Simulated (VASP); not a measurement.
Ba, 1 atom in the cell. It takes space group Im-3m (No. 229, cubic). The conventional cell has a = 4.941 Å, b = 4.941 Å, c = 4.941 Å, α = 90.00°, β = 90.00°, γ = 90.00°. Within 5.6 Å of Ba (site symmetry m-3m) lie 14 Ba at 4.28 to 4.94 Å. 

| Item | Value |
| --- | --- |
| Program | VASP 6.6.1 |
| Task | single point |
| Functional | LDA |
| Potentials or basis | VASP PAW LDA potentials, release 64 (Ba_sv) |
| Cutoff | 520 eV |
| k mesh | 15 × 15 × 15 |
| Occupations | fermi-dirac, width 0.1 eV |
| Spin | no spin polarisation |
| Dipole correction | no |
| Further INCAR settings | ALGO = Normal; EDIFF = 1e-06; NBANDS = 11 |

Potentials or basis: VASP PAW LDA potentials, release 64 (Ba_sv).

Launch:

```sh
$ cat potpaw_LDA.64/Ba_sv/POTCAR > POTCAR
$ mpirun -np 1 vasp_std > vasp.out
```

Hardware: 1 thread of Intel(R) Xeon(R) Platinum 8488C (Sapphire Rapids), with other jobs on the host.

**Question.** Estimate the wall time of this run.

**Answer.** It took 26 s on 1 thread of Intel(R) Xeon(R) Platinum 8488C (Sapphire Rapids) (shared host), peak memory 0.2 GiB. Counts: scf iterations 10, k points 120.
